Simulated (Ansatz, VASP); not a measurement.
One calculation of Sr, two programs

```
Sr
1.0
     0.00000    3.05026    3.05026
     3.05026    0.00000    3.05026
     3.05026    3.05026    0.00000
Sr
1
Direct
  0.00000 0.00000 0.00000
```

Alike in both runs: functional r2SCAN; k mesh 16 × 16 × 16; occupations gaussian, width 0.1 eV; no spin polarisation.

Ansatz relaxed the structure, and its values are those at the end. VASP's run is a single point on that final structure, the one shown.

|  | VASP | Ansatz |
| --- | --- | --- |
| version | VASP 6.6.1 | Ansatz 0.2.0 |
| potentials or method | VASP PAW PBE potentials, release 64 (Sr_sv), cutoff 520 eV | scalar-relativistic, plane waves, PAW |
| valence electrons in the cell | 10 | 10 |

|  | VASP | Ansatz | Ansatz less VASP |
| --- | --- | --- | --- |
| gap on the k mesh at the Fermi level (eV) | none | none | - |
| pressure (GPa) | 0.0 | 0.0 | -0.01 |

VASP's potentials were made for PBE, not for r2SCAN. A gap of «none» marks a metal or a gap that the smearing closes.
